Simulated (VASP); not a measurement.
# Al (R-3m) in VASP: a series of runs

Al is run at these levels: LDA; tasks: single point.

Program: VASP 6.6.1. These are calculated values, not measurements. Logs are shortened: lines on timing, memory, paths and dates and some standing lists are left out, and cuts for length are marked.

### 1 The cell of the first run

Symmetry: R-3m, No. 166, trigonal system. Conventional cell: a = 5.670 Å, b = 5.670 Å, c = 1.736 Å, α = 90.00°, β = 90.00°, γ = 120.00°. Al (site symmetry -3m) has 2 Al at 1.74 Å within 2.3 Å.

### 2 Single point, LDA

File INCAR:

```
  ALGO = Fast
  EDIFF = 1E-7
  ENCUT = 520
  ISIF = 2
  ISMEAR = 1
  LASPH = True
  LCHARG = True
  LELF = True
  LREAL = False
  LVHAR = True
  LWAVE = False
  NBANDS = 8
  NELM = 100
  PREC = Accurate
  SIGMA = 0.2
```

File KPOINTS:

```
k-points
0
Gamma
  24 24 24
```

File POSCAR:

```
Al
1.0
   -2.3389449096      1.6706749354      1.6706749354
    1.6706749354     -2.3389449096      1.6706749354
    1.6706749354      1.6706749354     -2.3389449096
Al
1
Direct
    0.0000000000      0.0000000000      0.0000000000
```

Potentials or basis: VASP PAW LDA potentials, release 64 (Al).

Command:

```sh
> cat potpaw_LDA.64/Al/POTCAR > POTCAR
> mpirun -np 1 vasp_std > vasp.out
```

OUTCAR:

```text
EDIFF = 1E-7
   ENCUT = 520
   ISIF = 2
   ISMEAR = 1
   LASPH = True
   LREAL = False
   NELM = 100
   PREC = Accurate

 ion  position               nearest neighbor table
   1  0.000  0.000  0.000-

  LATTYP: Found a trigonal (rhomboedric) cell.
 ALAT       =     3.3246011445
 COS(alpha) =    -0.4545454545

  Lattice vectors:

 A1 = (  -2.3389449096,   1.6706749354,   1.6706749354)
 A2 = (   1.6706749354,  -2.3389449096,   1.6706749354)
 A3 = (   1.6706749354,   1.6706749354,  -2.3389449096)

Analysis of symmetry for initial positions (statically):
=====================================================================
 Subroutine PRICEL returns:
 Original cell was already a primitive cell.

 Routine SETGRP: Setting up the symmetry group for a
 trigonal (rhombohedral) supercell.

 Subroutine GETGRP returns: Found 12 space group operations
 (whereof 12 operations were pure point group operations)
 out of a pool of 12 trial point group operations.

The static configuration has the point symmetry D_3d.

Analysis of symmetry for dynamics (positions and initial velocities):
=====================================================================
 Subroutine PRICEL returns:
 Original cell was already a primitive cell.

 Routine SETGRP: Setting up the symmetry group for a
 trigonal (rhombohedral) supercell.

 Subroutine GETGRP returns: Found 12 space group operations
 (whereof 12 operations were pure point group operations)
 out of a pool of 12 trial point group operations.

The dynamic configuration has the point symmetry D_3d.

 Subroutine INISYM returns: Found 12 space group operations
 (whereof 12 operations are pure point group operations),
 and found     1 'primitive' translations

----------------------------------------------------------------------------------------

                                     Primitive cell

  volume of cell :      16.1157

  direct lattice vectors                    reciprocal lattice vectors
    -2.338944910  1.670674935  1.670674935     0.166266801  0.415667004  0.415667004
     1.670674935 -2.338944910  1.670674935     0.415667004  0.166266801  0.415667004
     1.670674935  1.670674935 -2.338944910     0.415667004  0.415667004  0.166266801

  length of vectors
     3.324601144  3.324601144  3.324601144     0.610903237  0.610903237  0.610903237

[... 74 lines left out ...]
   LSORBIT =      F    spin-orbit coupling
   LASPH  =      T    aspherical Exc in radial PAW
   ENCUT  =  520.0 eV  38.22 Ry    6.18 a.u.   6.18  6.18  6.18*2*pi/ulx,y,z
   NELM   =    100;   NELMIN=  2; NELMDL= -5     # of ELM steps
   EDIFF  = 0.1E-06   stopping-criterion for ELM
   LREAL  =      F    real-space projection
   EDIFFG = 0.1E-05   stopping-criterion for IOM
   NSW    =      0    number of steps for IOM
   IBRION =     -1    ionic relax: 0-MD 1-quasi-New 2-CG
   NFREE  =      0    steps in history (QN), initial steepest desc. (CG)
   ISIF   =      2    stress and relaxation
   ISYM   =      2    0-nonsym 1-usesym 2-fastsym
   POTIM  = 0.5000    time-step for ionic-motion
   TEBEG  =    0.0;   TEEND  =   0.0 temperature during run
   PSTRESS=    0.0 pullay stress
   NELECT =       3.0000    total number of electrons
   NUPDOWN=      -1.0000    fix difference up-down
   EMIN   =  10.00;   EMAX   =-10.00  energy-range for DOS
   EFERMI =   0.00;   METHOD = LEGACY
   ISMEAR =     1;   SIGMA  =   0.20  broadening in eV -4-tet -1-fermi 0-gaus
   EFERMI_NEDOS =   21; number of points for ismear=-14 and -15
   IALGO  =     68    algorithm
   IMIX   =      4    mixing-type and parameters
     AMIX     =   0.40;   BMIX     =  1.00
     AMIX_MAG =   1.60;   BMIX_MAG =  1.00
  volume/ion in A,a.u.               =      16.12       108.75
  Fermi-wavevector in a.u.,A,eV,Ry     =   0.934757  1.766435 11.888371  0.873771
  Thomas-Fermi vector in A             =   2.061595
   LORBIT       =      0    0 simple, 1 ext, 2 COOP (PROOUT), +10 PAW based schemes
   GGA     = CA    functional components
   LHFCALC =     F    Hartree Fock is set to
   AEXX    =    0.0000 exact exchange contribution
   IVDW    =     0    specifies the selected vdW correction
   LEPSILON=     F    determine dielectric tensor
   LRPA    =     F    only Hartree local field effects (RPA)
 non-spin polarized calculation
 RMM-DIIS sequential band-by-band and
 Methfessel and Paxton  Order N= 1 SIGMA  =   0.20
  energy-cutoff  :      520.00
  volume of cell :       16.12
 maximum number of plane-waves:       458
 NGX is ok and might be reduce to    28

 number of electron       3.0000000 magnetization

 Free energy of the ion-electron system (eV)
  ---------------------------------------------------
  ext. energy  EPLUGINS =         0.00000000
  ---------------------------------------------------
  free energy    TOTEN  =         1.27008093 eV

  energy without entropy =        1.27027956  energy(sigma->0) =        1.27014714

 E-fermi :   7.3192     XC(G=0): -10.1596

 val. band max:        7.3165633529   @ k =  -0.2917  -0.4167   0.2500
 cond. band min:       7.3248803356   @ k =  -0.2083  -0.3333   0.0417
 fundamental gap:      0.0083169827
 Fermi energy:         7.3191872628

 k-point     1 :       0.0000    0.0000    0.0000
  band No.  band energies     occupation
      1      -3.4702      2.00000
      2      11.3146     -0.00000
      3      11.3146     -0.00000
      4      14.3862      0.00000
      5      14.6399      0.00000
      6      14.6399      0.00000
      7      18.8934      0.00000
      8      36.4157      0.00000
[... 243 lines left out ...]
 k-point    24 :       0.4583    0.0417    0.0000
  band No.  band energies     occupation
      1       7.3359      0.85926
      2      11.1400     -0.00000
      3      16.0315      0.00000
      4      16.5597      0.00000
      5      17.7188      0.00000
      6      20.2999      0.00000
      7      24.3931      0.00000
      8      28.0361      0.00000

 [... further k-points ...]
[... 5 lines left out ...]
  --------------------------------------------------------------------------------------
  -------------------------------------------------------------------------------------
  Total       10.0505304     10.0505304     10.0505304     11.5425181     11.5425181     11.5425181
  in kB      999.1943265    999.1943265    999.1943265   1147.5233730   1147.5233730   1147.5233730
  external PRESSURE =     999.1943265 kB  Pullay stress =       0.0000000 kB

 VOLUME and BASIS-vectors are now :
 -----------------------------------------------------------------------------
  energy-cutoff  :      520.00
  volume of cell :       16.12
      direct lattice vectors                 reciprocal lattice vectors
    -2.338944910  1.670674935  1.670674935     0.166266801  0.415667004  0.415667004
     1.670674935 -2.338944910  1.670674935     0.415667004  0.166266801  0.415667004
     1.670674935  1.670674935 -2.338944910     0.415667004  0.415667004  0.166266801

 POSITION                                       TOTAL-FORCE (eV/Angst)
 -----------------------------------------------------------------------------------
      0.00000      0.00000      0.00000         0.000000      0.000000     -0.000000
 -----------------------------------------------------------------------------------
    total drift:                               -0.000000     -0.000000     -0.000000

  FREE ENERGIE OF THE ION-ELECTRON SYSTEM (eV)
  ---------------------------------------------------
  free  energy   TOTEN  =         1.2700809272 eV

  energy  without entropy=        1.2702795590  energy(sigma->0) =        1.27014714
```

OSZICAR:

```text
N       E                     dE             d eps       ncg     rms          rms(c)
DAV:   1     0.289795888165E+01    0.28980E+01   -0.91181E+02 21240   0.209E+02
DAV:   2     0.105118473085E+01   -0.18468E+01   -0.17141E+01 29840   0.205E+01
DAV:   3     0.104120059366E+01   -0.99841E-02   -0.99729E-02 25256   0.176E+00
DAV:   4     0.104117067128E+01   -0.29922E-04   -0.29923E-04 31512   0.886E-02
DAV:   5     0.104117061387E+01   -0.57414E-07   -0.57360E-07 26120   0.239E-03    0.267E+00
RMM:   6     0.122429274291E+01    0.18312E+00   -0.37044E-02 21036   0.917E-01    0.134E+00
RMM:   7     0.126859058046E+01    0.44298E-01   -0.22409E-02 21284   0.808E-01    0.295E-01
RMM:   8     0.127010220280E+01    0.15116E-02   -0.24370E-03 22782   0.302E-01    0.170E-01
RMM:   9     0.127005778156E+01   -0.44421E-04   -0.31786E-04 23757   0.112E-01    0.366E-02
RMM:  10     0.127008260570E+01    0.24824E-04   -0.81369E-05 23785   0.532E-02    0.162E-02
RMM:  11     0.127008119784E+01   -0.14079E-05   -0.19463E-05 24114   0.278E-02    0.195E-02
RMM:  12     0.127008088996E+01   -0.30788E-06   -0.48361E-06 24350   0.121E-02    0.149E-02
RMM:  13     0.127008092716E+01    0.37201E-07   -0.90683E-07 22694   0.527E-03
   1 F= 0.12700809E+01 E0= 0.12701471E+01  d E =-.198632E-03
```

stdout:

```text
POSCAR found type information on POSCAR Al
 POSCAR found :  1 types and       1 ions
 scaLAPACK will be used
 LDA part: xc-table for (Slater(with rela. corr.)+CA(PZ))
 , standard interpolation
 POSCAR, INCAR and KPOINTS ok, starting setup
 FFT: planning ... GRIDC
 FFT: planning ... GRID_SOFT
 FFT: planning ... GRID
 WAVECAR not read
 entering main loop
```

Wall time 3.6 min (1 thread of Intel Xeon Platinum 8375C at 2.90GHz (Ice Lake), shared host); peak memory 0.26 GiB.

What came out:

- Free energy: 1.2701 eV
- Pressure: 99.9 GPa

Stress tensor (GPa, compression positive):
```
 99.92 114.75 114.75
114.75  99.92 114.75
114.75 114.75  99.92
```

### 3 Single point, LDA

This run uses another cell than the first one, of the same volume but with other edges.

File INCAR:

```
SYSTEM = Al
ALGO = Fast ; EDIFF = 1E-6
ENCUT = 520 ; ISIF = 2
ISMEAR = 1 ; LASPH = .TRUE.
LCHARG = .FALSE. ; LREAL = .FALSE.
LWAVE = .FALSE. ; NBANDS = 8
NELM = 80 ; PREC = Accurate
SIGMA = 0.2
```

File KPOINTS:

```
k-points
0
G
  24 24 24
  0 0 0
```

File POSCAR:

```
Al
1.0
   -1.9560730289      1.6112334068      1.6112334068
    1.6112334068     -1.9560730289      1.6112334068
    1.6112334068      1.6112334068     -1.9560730289
Al
1
Direct
    0.0000000000      0.0000000000      0.0000000000
```

Potentials or basis: VASP PAW LDA potentials, release 64 (Al).

Command:

```sh
> cat potpaw_LDA.64/Al/POTCAR > POTCAR
> mpirun -np 1 vasp_std > vasp.out
```

Run time: 67 s. Hardware: 1 thread of Intel Xeon Platinum 8375C at 2.90GHz (Ice Lake), shared host; peak memory 0.25 GiB.

It converged, with:

```
Free energy : -3.3963 eV
Pressure    : 21.0 GPa
```

Stress tensor (GPa, compression positive):
```
21.05 26.39 26.39
26.39 21.05 26.39
26.39 26.39 21.05
```

Levels at points of the mesh, in eV from the Fermi level:
```csv
k point,band 1,band 2,band 3,band 4
"(0.00, 0.00, 0.00)",-11.20,9.11,9.11,9.95
"(0.50, 0.00, 0.00)",-2.91,-0.98,7.34,8.35
"(0.50, 0.50, 0.00)",-5.92,-5.14,4.75,5.82
"(0.50, 0.50, 0.50)",0.39,3.72,3.72,3.98
```

### 4 Single point, LDA

This run uses another cell than the first one, of the same volume but with other edges.

File INCAR:

```
SYSTEM = Al
PREC = Accurate ; ENCUT = 520
EDIFF = 1E-7 ; ISMEAR = 1
SIGMA = 0.2 ; LREAL = .False.
LASPH = .True. ; NELM = 80
ALGO = Fast ; ISIF = 2
LWAVE = .False. ; LCHARG = .False.
GGA = CA ; NBANDS = 8
```

File KPOINTS:

```
regular mesh
0
Gamma
  24 24 24
  0 0 0
```

File POSCAR:

```
Al
1.0
   -1.2250919225      1.6129588632      1.6129588632
    1.6129588632     -1.2250919225      1.6129588632
    1.6129588632      1.6129588632     -1.2250919225
Al
1
Direct
    0.0000000000      0.0000000000      0.0000000000
```

Command:

```sh
> cat potpaw_LDA.64/Al/POTCAR > POTCAR
> mpirun -np 1 vasp_std > vasp.out
```

Run time: 63 s. Hardware: 1 thread of Intel Xeon Platinum 8375C at 2.90GHz (Ice Lake), shared host; peak memory 0.24 GiB.

It converged, with:

```
Free energy : -3.8706 eV
Pressure    : 9.6 GPa
```

Stress tensor (GPa, compression positive):
```
 9.59 -4.41 -4.41
-4.41  9.59 -4.41
-4.41 -4.41  9.59
```

Levels at points of the mesh, in eV from the Fermi level:
```
           k point  band 1  band 2  band 3  band 4
(0.00, 0.00, 0.00)  -11.19    9.70    9.70   11.03
(0.50, 0.00, 0.00)   -5.38   -5.03    9.62   11.45
(0.50, 0.50, 0.00)   -2.96   -1.60    2.64    4.25
(0.50, 0.50, 0.50)    1.75    1.75    3.70    3.70
```

### 5 Overview

| cell | further INCAR settings | gap on the mesh (eV) | pressure (GPa) |
| --- | --- | --- | --- |
| a = 3.325 Å, angles 117.0°, 1 atom | ALGO = Fast; EDIFF = 1e-07; NBANDS = 8 | none | 99.9 |
| a = 3.003 Å, angles 114.3°, 1 atom | ALGO = Fast; EDIFF = 1e-06; NBANDS = 8 | none | 21.0 |
| a = 2.589 Å, angles 101.6°, 1 atom | ALGO = Fast; EDIFF = 1e-07; NBANDS = 8 | none | 9.6 |

Alike in all rows: task single point; level LDA; potentials or basis VASP PAW LDA potentials, release 64 (Al); no spin polarisation; k mesh 24 × 24 × 24; cutoff (eV) 520; smearing methfessel-paxton 0.2 eV.

Absolute energies hang on the potentials; compare differences alone.
